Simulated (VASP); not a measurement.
Set up this calculation in VASP 6.6.1, as the native input.

```yaml
Task: single point
Functional: LDA
Potentials_or_basis: VASP PAW LDA potentials, release 64 (Fe_sv)
Cutoff: 600 eV
k_mesh: 13 × 13 × 13
Occupations: fermi-dirac, width 0.1 eV
Spin: no spin polarisation
Dipole_correction: no
Second_run: valence_matched
Further_INCAR_settings: ALGO = Normal; EDIFF = 1e-06; NBANDS = 23
```

The structure of Fe lies in POSCAR:

```
Fe
1.0
    0.0000000000      2.3129021275      2.3129021275
    2.3129021275      0.0000000000      2.3129021275
    2.3129021275      2.3129021275      0.0000000000
Fe
2
Direct
    0.1250000000      0.1250000000      0.1250000000
    0.8750000000      0.8750000000      0.8750000000
```

This cell differs from its parent crystal: volume scaled by 0.92.

One way to write it, as run:

INCAR

```
SYSTEM = Fe
PREC     = Accurate       ! precision mode
ENCUT    = 600            ! plane-wave cutoff, eV
EDIFF    = 1E-6           ! SCF threshold, eV
ISMEAR   = -1             ! smearing method
SIGMA    = 0.1            ! smearing width, eV
LREAL    = .FALSE.        ! projectors in reciprocal space
LASPH    = .TRUE.         ! aspherical terms in the spheres
NELM     = 120            ! most SCF steps
ALGO     = Normal         ! electronic algorithm
ISIF     = 2              ! what is computed and relaxed
LWAVE    = .FALSE.        ! write WAVECAR
LCHARG   = .FALSE.        ! write CHGCAR
NBANDS   = 23             ! bands
GGA_COMPAT= .FALSE.
```

KPOINTS

```
regular mesh
0
G
  13 13 13
  0 0 0
```

Potentials or basis: VASP PAW LDA potentials, release 64 (Fe_sv).

Command:

```sh
$ cat potpaw_LDA.64/Fe_sv/POTCAR > POTCAR
$ mpirun -np 1 vasp_std > vasp.out
```

It gave:

```json
{"Pressure": "16.2 GPa", "Band gap on the k mesh": "zero (band 16 reaches 10.82 eV, above the bottom of band 17 at 9.86 eV)"}
```

Caveat: the run has no spin polarisation, though such a crystal can be magnetic.

Wall time 23 s on 1 thread of Intel(R) Xeon(R) Platinum 8559C (Emerald Rapids), with other jobs on the host, peak memory 0.16 GiB.
